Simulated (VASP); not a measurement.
# TePb (l.bB) (Fm-3m) in VASP: notebook, part 3 of 3

VASP 6.6.1. Earlier steps stand in the parts before.

## 6. Relaxation of cell and atoms, LDA

This run uses another cell than the first one, of 32.48 Å³/atom, 0.973 times its volume.

Input file INCAR:

```
SYSTEM = TePb
  PREC = Accurate
  ENCUT = 500
  EDIFF = 1E-7
  ISMEAR = 0
  SIGMA = 0.02
  LREAL = .False.
  LASPH = .True.
  NELM = 120
  ALGO = Normal
  ISIF = 3
  LWAVE = .False.
  LCHARG = .False.
  GGA = CA
  IBRION = 2
  NSW = 100
  EDIFFG = -0.002
  GGA_COMPAT = .False.
  NELMIN = 4
```

Input file KPOINTS:

```
regular mesh
0
Gamma
  10 10 10
  0 0 0
```

Input file POSCAR:

```
TePb
1.0
    0.0000000000      3.1904425242      3.1904425242
    3.1904425242      0.0000000000      3.1904425242
    3.1904425242      3.1904425242      0.0000000000
Pb Te
1 1
Direct
    0.0000000000      0.0000000000      0.0000000000
    0.5000000000      0.5000000000      0.5000000000
```

Potentials or basis: VASP PAW LDA potentials, release 64 (Pb_d, Te).

Launch:

```bash
$ cat potpaw_LDA.64/Pb_d/POTCAR potpaw_LDA.64/Te/POTCAR > POTCAR
$ mpirun -np 1 vasp_std > vasp.out
```

OUTCAR:

```text
SYSTEM = TePb
   PREC = Accurate
   ENCUT = 500
   EDIFF = 1E-7
   ISMEAR = 0
   LREAL = .False.
   LASPH = .True.
   NELM = 120
   ISIF = 3
   GGA = CA
   IBRION = 2
   NSW = 100
   EDIFFG = -0.002
   NELMIN = 4

 ion  position               nearest neighbor table
   1  0.000  0.000  0.000-   2 3.19   2 3.19   2 3.19   2 3.19   2 3.19   2 3.19
   2  0.500  0.500  0.500-   1 3.19   1 3.19   1 3.19   1 3.19   1 3.19   1 3.19

  LATTYP: Found a face centered cubic cell.
 ALAT       =     6.3808850484

  Lattice vectors:

 A1 = (   0.0000000000,   3.1904425242,   3.1904425242)
 A2 = (   3.1904425242,   0.0000000000,   3.1904425242)
 A3 = (   3.1904425242,   3.1904425242,   0.0000000000)

Analysis of symmetry for initial positions (statically):
=====================================================================
 Subroutine PRICEL returns:
 Original cell was already a primitive cell.

 Routine SETGRP: Setting up the symmetry group for a
 face centered cubic supercell.

 Subroutine GETGRP returns: Found 48 space group operations
 (whereof 48 operations were pure point group operations)
 out of a pool of 48 trial point group operations.

The static configuration has the point symmetry O_h .

Analysis of symmetry for dynamics (positions and initial velocities):
=====================================================================
 Subroutine PRICEL returns:
 Original cell was already a primitive cell.

 Routine SETGRP: Setting up the symmetry group for a
 face centered cubic supercell.

 Subroutine GETGRP returns: Found 48 space group operations
 (whereof 48 operations were pure point group operations)
 out of a pool of 48 trial point group operations.

The dynamic configuration has the point symmetry O_h .

 Subroutine INISYM returns: Found 48 space group operations
 (whereof 48 operations are pure point group operations),
 and found     1 'primitive' translations
[... 136 lines left out ...]

 number of electron      19.9999999 magnetization

 Free energy of the ion-electron system (eV)
  ---------------------------------------------------
  ext. energy  EPLUGINS =         0.00000000
  ---------------------------------------------------
  free energy    TOTEN  =        -8.77506878 eV

  energy without entropy =       -8.77506878  energy(sigma->0) =       -8.77506878

------------------------ aborting loop because EDIFF is reached ----------------------------------------

  FORCE on cell =-STRESS in cart. coord.  units (eV):
  Direction    XX          YY          ZZ          XY          YZ          ZX
  --------------------------------------------------------------------------------------
  -------------------------------------------------------------------------------------
  Total        0.0229177      0.0229177      0.0229177      0.0000000      0.0000000     -0.0000000
  in kB        0.5653249      0.5653249      0.5653249      0.0000000      0.0000000     -0.0000000
  external PRESSURE =       0.5653249 kB  Pullay stress =       0.0000000 kB
[... 95 lines left out ...]
--------------------------------------- Ionic step        4  -------------------------------------------

 number of electron      19.9999999 magnetization

 Free energy of the ion-electron system (eV)
  ---------------------------------------------------
  ext. energy  EPLUGINS =         0.00000000
  ---------------------------------------------------
  free energy    TOTEN  =        -8.77508639 eV

  energy without entropy =       -8.77508639  energy(sigma->0) =       -8.77508639

 E-fermi :   6.0063     XC(G=0):  -9.7362

 val. band max:        5.9103719389   @ k =   0.5000   0.0000   0.0000
 cond. band min:       6.4677589361   @ k =   0.5000   0.0000   0.0000
 fundamental gap:      0.5573869972
 Fermi energy:         6.0063276654

 k-point     1 :       0.0000    0.0000    0.0000
  band No.  band energies     occupation
      1     -10.8333      2.00000
      2     -10.8333      2.00000
      3     -10.8165      2.00000
      4     -10.8165      2.00000
      5     -10.8165      2.00000
      6      -6.4644      2.00000
      7       0.3232      2.00000
      8       4.4151      2.00000
      9       4.4151      2.00000
     10       4.4151      2.00000
     11       9.9311      0.00000
     12       9.9311      0.00000
     13       9.9311      0.00000
     14      11.5992      0.00000
[... 377 lines left out ...]
      1     -10.8879      2.00000
      2     -10.8254      2.00000
      3     -10.8244      2.00000
      4     -10.7935      2.00000
      5     -10.7923      2.00000
      6      -5.1193      2.00000
      7      -1.5975      2.00000
      8       2.5559      2.00000
      9       3.2279      2.00000
     10       3.3070      2.00000
     11       9.4537      0.00000
     12      10.3439      0.00000
     13      10.5208      0.00000
     14      10.7599      0.00000

 [... further k-points ...]

------------------------ aborting loop because EDIFF is reached ----------------------------------------

  FORCE on cell =-STRESS in cart. coord.  units (eV):
  Direction    XX          YY          ZZ          XY          YZ          ZX
  --------------------------------------------------------------------------------------
  -------------------------------------------------------------------------------------
  Total        0.0006118      0.0006118      0.0006118     -0.0000000     -0.0000000      0.0000000
  in kB        0.0150732      0.0150732      0.0150732     -0.0000000     -0.0000000      0.0000000
  external PRESSURE =       0.0150732 kB  Pullay stress =       0.0000000 kB
[... 17 lines left out ...]
  FREE ENERGIE OF THE ION-ELECTRON SYSTEM (eV)
  ---------------------------------------------------
  free  energy   TOTEN  =        -8.7750863906 eV

  energy  without entropy=       -8.7750863906  energy(sigma->0) =       -8.77508639

 reached required accuracy - stopping structural energy minimisation
```

Run time: 80 s. Hardware: 1 thread of AMD EPYC 7R13, shared host; peak memory 0.2 GiB.

Results:

| Property | Result |
| --- | --- |
| Free energy | -8.7751 eV |
| Relaxed volume | 32.51 Å³/atom |
| Relaxed cell | a = 4.514 Å, b = 4.514 Å, c = 4.514 Å, α = 60.00°, β = 60.00°, γ = 60.00° |
| Space group after relaxing (to 0.05 Å) | Fm-3m (No. 225) |
| Energy gained by relaxing | 0.0 meV/atom |
| Ionic steps | 4 |
| Pressure after relaxing | 0.0 GPa |
| Band gap on the k mesh | 0.56 eV, direct |

Final structure:
```
Pb Te
1.0
     0.00000    3.19169    3.19169
     3.19169    0.00000    3.19169
     3.19169    3.19169    0.00000
Pb Te
1 1
Direct
  0.00000 0.00000 0.00000
  0.50000 0.50000 0.50000
```

Caveat: spin-orbit coupling is left out, which moves the levels of the heavy elements.

## 7. Overview

| task | cell | k mesh | smearing | gap on the mesh (eV) | pressure (GPa) |
| --- | --- | --- | --- | --- | --- |
| single point | a = 4.554 Å, angles 60.0°, 2 atoms | 6 × 6 × 6 | gaussian 0.1 eV | 0.61 | -1.2 |
| single point | a = 4.512 Å, angles 60.0°, 2 atoms | 8 × 8 × 8 | gaussian 0.02 eV | 0.55 | 0.1 |
| single point | a = 4.512 Å, angles 60.0°, 2 atoms | 10 × 10 × 10 | gaussian 0.02 eV | 0.55 | 0.1 |
| relaxation of cell and atoms | relaxed from a = 4.512 Å, angles 60.0°, 2 atoms | 10 × 10 × 10 | gaussian 0.02 eV | 0.56 | 0.0 |

Alike in all rows: level LDA; potentials or basis VASP PAW LDA potentials, release 64 (Pb_d, Te); no spin polarisation; cutoff (eV) 500.

Caveats: spin-orbit coupling is left out, which moves the levels of the heavy elements.

Absolute energies hang on the potentials; compare differences alone.
